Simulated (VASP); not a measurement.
Set up this calculation in VASP 6.6.1, as the native input.

```yaml
Task: single point
Functional: PBE
Potentials_or_basis: VASP PAW PBE potentials, release 64 (Cu)
Cutoff: 520 eV
k_mesh: 19 × 19 × 10
Occupations: fermi-dirac, width 0.05 eV
Spin: no spin polarisation
Dipole_correction: no
k_mesh_for_the_DOS: 29 × 29 × 15
Occupations_for_the_DOS: tetrahedron
Further_INCAR_settings: ALGO = Normal; EDIFF = 1e-07; NBANDS = 18
```

Cu:

```xyz
2
Lattice="1.8893 0.0000 0.0000 -0.9447 1.6362 0.0000 0.0000 0.0000 3.0967" Properties=species:S:1:pos:R:3 pbc="T T T"
Cu    0.0000    1.0908    0.7742
Cu    0.9447    0.5454    2.3225
```

This isn't the form of Cu at room conditions, which is fcc.

The input as run:

POSCAR

```
Cu
1.0
    1.8893233267      0.0000000000      0.0000000000
   -0.9446616633      1.6362019969      0.0000000000
    0.0000000000      0.0000000000      3.0966787932
Cu
2
Direct
    0.3333333333      0.6666666667      0.2500000000
    0.6666666667      0.3333333333      0.7500000000
```

INCAR.step1

```
SYSTEM = Cu
PREC     = Accurate       ! precision mode
ENCUT    = 520            ! plane-wave cutoff, eV
EDIFF    = 1E-7           ! SCF threshold, eV
ISMEAR   = -1             ! smearing method
SIGMA    = 0.05           ! smearing width, eV
LREAL    = .False.        ! projectors in reciprocal space
LASPH    = .True.         ! aspherical terms in the spheres
NELM     = 80             ! most SCF steps
ALGO     = Normal         ! electronic algorithm
ISIF     = 2              ! what is computed and relaxed
LWAVE    = .False.        ! write WAVECAR
LCHARG   = .True.         ! write CHGCAR
LMAXMIX  = 4              ! l up to which the mixer works
GGA      = PE             ! functional
NBANDS   = 18             ! bands
```

KPOINTS.step1

```
regular mesh
0
Gamma
  19 19 10
  0 0 0
```

INCAR.step2

```
SYSTEM = Cu
PREC     = Accurate       ! precision mode
ENCUT    = 520            ! plane-wave cutoff, eV
EDIFF    = 1E-7           ! SCF threshold, eV
ISMEAR   = -5             ! smearing method
SIGMA    = 0.05           ! smearing width, eV
LREAL    = .False.        ! projectors in reciprocal space
LASPH    = .True.         ! aspherical terms in the spheres
NELM     = 80             ! most SCF steps
ALGO     = Normal         ! electronic algorithm
ISIF     = 2              ! what is computed and relaxed
LWAVE    = .False.        ! write WAVECAR
LCHARG   = .False.        ! write CHGCAR
LMAXMIX  = 4              ! l up to which the mixer works
GGA      = PE             ! functional
LORBIT   = 11             ! projections on sites
NBANDS   = 18             ! bands
NEDOS    = 1001           ! points of the DOS
ICHARG   = 11             ! starting density
```

KPOINTS.step2

```
regular mesh
0
Gamma
  29 29 15
  0 0 0
```

Potentials or basis: VASP PAW PBE potentials, release 64 (Cu).

The run is started by

```bash
$ cat potpaw_PBE.64/Cu/POTCAR > POTCAR
$ cp INCAR.step1 INCAR
$ cp KPOINTS.step1 KPOINTS
$ mpirun -np 1 vasp_std > vasp.out
$ cp INCAR.step2 INCAR
$ cp KPOINTS.step2 KPOINTS
$ mpirun -np 1 vasp_std > vasp.out
```

Wall time 2.9 min on 1 thread of Intel Xeon 8259CL, with other jobs on the host, peak memory 0.24 GiB.
